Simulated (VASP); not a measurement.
Here is a VASP 6.6.1 calculation.

Contents of INCAR:

```
  PREC = Accurate
  ENCUT = 520
  EDIFF = 1E-6
  ISMEAR = 0
  SIGMA = 0.05
  LREAL = False
  LASPH = True
  NELM = 60
  ALGO = Normal
  ISIF = 2
  LWAVE = False
  LCHARG = False
  GGA = PS
  NBANDS = 11
```

The input KPOINTS:

```
regular mesh
0
Gamma
  16 16 10
```

The input POSCAR:

```
C
1.0
    2.1249787777     -1.2229109735     -0.0392867053
    2.1123029030      1.2009570279      0.0098445923
   -1.3976826109      0.0771726009      3.5510444845
C
2
Direct
    0.8472634084      0.8394231921      0.0159402261
    0.1527365916      0.1605768079      0.9840597739
```

Potentials or basis: VASP PAW PBE potentials, release 64 (C).

Run with:

```console
$ cat potpaw_PBE.64/C/POTCAR > POTCAR
$ mpirun -np 1 vasp_std > vasp.out
```

Question: Predict the band gap on the k mesh.

Answer: 0.21 eV, direct.

Question: What does it give for the pressure?

Answer: 8.5 GPa.

Question: Estimate the largest force.

Answer: 3.016 eV/Å.

Forces on the atoms (eV/Å):
```
C   -2.217  0.947 -1.812
C    2.217 -0.947  1.812
```

Caveat: the cell differs from its parent crystal (atoms moved at random and the cell strained at random); the PAW data sets were made with another functional, which shifts forces and pressure a little. A k mesh can miss the band edges.
